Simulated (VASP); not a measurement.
Wanted: the native input for a VASP 6.6.1 run.

```yaml
Task: single point
Functional: r2SCAN
Potentials_or_basis: VASP PAW PBE potentials, release 64 (Cd, S)
Cutoff: 520 eV
k_mesh: 8 × 8 × 8
Occupations: gaussian, width 0.01 eV
Spin: no spin polarisation
Dipole_correction: no
Further_INCAR_settings: ALGO = Normal; EDIFF = 1e-06; NBANDS = 16
```

Crystal: CdS.

```
Cd S
1.0
     0.00000    2.93921    2.97507
     2.93921    0.00000    2.97507
     2.93921    2.93921    0.00000
Cd S
1 1
Direct
  0.00000 0.00000 0.00000
  0.25000 0.25000 0.25000
```

This cell differs from its parent crystal: uniaxial z strain +1.2%.

The input as run:

POSCAR

```
CdS
1.0
    0.0000000000      2.9392148400      2.9750732610
    2.9392148400      0.0000000000      2.9750732610
    2.9392148400      2.9392148400      0.0000000000
Cd S
1 1
Direct
    0.0000000000      0.0000000000      0.0000000000
    0.2500000000      0.2500000000      0.2500000000
```

INCAR.step1

```
PREC = Accurate ; ENCUT = 520
ISMEAR = 0 ; SIGMA = 0.01
LREAL = False ; LASPH = True
NELM = 100 ; NBANDS = 16
GGA = PE ; ALGO = Normal
EDIFF = 1E-4 ; LWAVE = True
LCHARG = False
```

INCAR.step2

```
PREC = Accurate ; ENCUT = 520
EDIFF = 1E-6 ; ISMEAR = 0
SIGMA = 0.01 ; LREAL = False
LASPH = True ; NELM = 100
ALGO = Normal ; ISIF = 2
LWAVE = False ; LCHARG = False
METAGGA = R2SCAN ; LMIXTAU = True
NBANDS = 16 ; ISTART = 1
```

KPOINTS

```
regular mesh
0
Gamma
  8 8 8
```

Potentials or basis: VASP PAW PBE potentials, release 64 (Cd, S).

Command:

```console
$ cat potpaw_PBE.64/Cd/POTCAR potpaw_PBE.64/S/POTCAR > POTCAR
$ cp INCAR.step1 INCAR
$ mpirun -np 1 vasp_std > vasp.out
$ cp INCAR.step2 INCAR
$ mpirun -np 1 vasp_std > vasp.out
```

It gave:

The pressure is -0.4 GPa and the band gap on the k mesh is 1.50 eV, direct.

Caveat: the cell differs from its parent crystal (uniaxial z strain +1.2%); the PAW data sets were made with another functional, which shifts forces and pressure a little.

Wall time 76 s on 1 thread of AMD EPYC 9R45 96-Core Processor (Zen 5), on a shared host, peak memory 0.18 GiB.
